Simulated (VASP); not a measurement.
# RbBr: single point with PBEsol

The system is RbBr.

```xyz
2
Lattice="0.0902 3.3877 3.3366 3.5371 0.0694 3.3573 3.5680 3.4394 0.0386" Properties=species:S:1:pos:R:3 pbc="T T T"
Rb    0.1166   -0.0738    0.0572
Br    3.4810    3.5221    3.3090
```

This cell differs from its parent crystal: atoms moved at random and the cell strained at random.

```json
{
 "Program": "VASP 6.6.1",
 "Task": "single point",
 "Functional": "PBEsol",
 "Potentials or basis": "VASP PAW PBE potentials, release 64 (Rb_sv, Br)",
 "Cutoff": "520 eV",
 "k mesh": "6 × 6 × 6",
 "Occupations": "gaussian, width 0.02 eV",
 "Spin": "no spin polarisation",
 "Dipole correction": "no",
 "Further INCAR settings": "ALGO = Normal; EDIFF = 1e-06; NBANDS = 15"
}
```

```
Pressure               : 0.8 GPa
Largest force          : 0.318 eV/Å
Band gap on the k mesh : 4.25 eV
```

Forces in eV/Å, atoms in the order of the input:
```
Rb  -0.168  0.187 -0.195
Br   0.168 -0.187  0.195
```

Stress tensor (GPa, compression positive):
```
 0.19  0.03 -0.18
 0.03  0.82  0.07
-0.18  0.07  1.27
```

Levels at points of the mesh, in eV from the valence-band top:
```
           k point  band 4  band 5  band 6  band 7  band 8  band 9  band 10  band 11  band 12  band 13
(0.00, 0.00, 0.00)   -8.40   -8.38   -0.08   -0.01    0.00    4.25     6.97     7.41     7.47     8.15
(0.50, 0.00, 0.00)   -8.40   -8.33   -1.04   -0.43   -0.37    6.67     7.69     9.08     9.58    10.11
(0.00, 0.50, 0.00)   -8.40   -8.34   -1.05   -0.44   -0.39    6.71     7.79     9.26     9.64    10.09
(0.50, 0.50, 0.00)   -8.50   -8.45   -0.44   -0.23   -0.19    5.55     7.09     8.94     9.29     9.84
(0.00, 0.00, 0.50)   -8.40   -8.32   -1.06   -0.39   -0.31    6.63     7.52     9.23     9.36    10.21
(0.50, 0.00, 0.50)   -8.49   -8.45   -0.47   -0.22   -0.16    5.56     7.05     8.83     9.25     9.87
(0.00, 0.50, 0.50)   -8.47   -8.45   -0.54   -0.15   -0.13    5.56     7.05     8.50     9.17    10.04
(0.50, 0.50, 0.50)   -8.39   -8.31   -1.06   -0.35   -0.30    6.64     7.49     9.19     9.35    10.09
```

Run time: 3.4 min on 1 thread of AMD EPYC 7R13, on a shared host, peak memory 0.27 GiB.

Caveat: the cell differs from its parent crystal (atoms moved at random and the cell strained at random); the PAW data sets were made with another functional, which shifts forces and pressure a little.
